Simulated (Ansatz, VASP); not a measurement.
K: VASP beside Ansatz

```
K
1.0
    -2.64171    2.64171    2.64171
     2.64171   -2.64171    2.64171
     2.64171    2.64171   -2.64171
K
1
Direct
  0.00000 0.00000 0.00000
```

Alike in both runs: task single point; functional PBE; k mesh 2 × 2 × 2; occupations fermi-dirac, width 0.1 eV; no spin polarisation.

|  | VASP | Ansatz |
| --- | --- | --- |
| version | VASP 6.6.1 | Ansatz 0.2.0 |
| potentials or method | VASP PAW PBE potentials, release 64 (K_sv), cutoff 520 eV | plane waves (420 eV) with PAW, scalar-relativistic |
| valence electrons in the cell | 9 | 9 |

```tsv
	VASP	Ansatz	Ansatz less VASP
pressure (GPa)	0.3	0.3	+0.01
```

The k mesh is coarse, so the values compare programs but aren't converged.
